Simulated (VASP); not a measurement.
Set up this calculation in VASP 6.6.1, as the native input.

- Task: relaxation of cell and atoms
- Functional: PBEsol
- Potentials or basis: VASP PAW PBE potentials, release 64 (Al, P)
- Cutoff: 500 eV
- k mesh: 5 × 5 × 5
- Occupations: gaussian, width 0.01 eV
- Spin: no spin polarisation
- Dipole correction: no
- Further INCAR settings: ALGO = Normal; EDIFF = 1e-07; IBRION = 2; EDIFFG = -0.02; NSW = 60; ISIF = 3

The structure of AlP lies in POSCAR:

```
AlP
1.0
    0.0000000000      2.7255000000      2.7255000000
    2.7255000000      0.0000000000      2.7255000000
    2.7255000000      2.7255000000      0.0000000000
Al P
1 1
Direct
    0.0000000000      0.0000000000      0.0000000000
    0.2500000000      0.2500000000      0.2500000000
```

One way to write it, as run:

INCAR

```
SYSTEM = AlP
ALGO = Normal ; EDIFF = 1E-7
EDIFFG = -0.02 ; ENCUT = 500
GGA = PS ; GGA_COMPAT = .False.
IBRION = 2 ; ISIF = 3
ISMEAR = 0 ; LASPH = .True.
LCHARG = .False. ; LREAL = .False.
LWAVE = .False. ; NELM = 120
NELMIN = 4 ; NSW = 60
PREC = Accurate ; SIGMA = 0.01
```

KPOINTS

```
k-points
0
Gamma
  5 5 5
  0 0 0
```

Potentials or basis: VASP PAW PBE potentials, release 64 (Al, P).

Launch:

```sh
$ cat potpaw_PBE.64/Al/POTCAR potpaw_PBE.64/P/POTCAR > POTCAR
$ mpirun -np 1 vasp_std > vasp.out
```

Results of the run:

```json
{"Relaxed volume": "20.50 Å³/atom", "Relaxed cell": "a = 3.871 Å, b = 3.871 Å, c = 3.871 Å, α = 60.00°, β = 60.00°, γ = 60.00°", "Space group after relaxing (to 0.05 Å)": "F-43m (No. 216)", "Energy gained by relaxing": "0.9 meV/atom", "Ionic steps": "3", "Pressure after relaxing": "0.0 GPa", "Band gap on the k mesh": "1.69 eV, indirect (least direct gap 3.14 eV)"}
```

Caveat: the PAW data sets were made with another functional, which shifts forces and pressure a little.

Run time: 12 s on 1 thread of AMD EPYC 7R13 Processor (Zen 3), with other jobs on the host, peak memory 0.11 GiB.
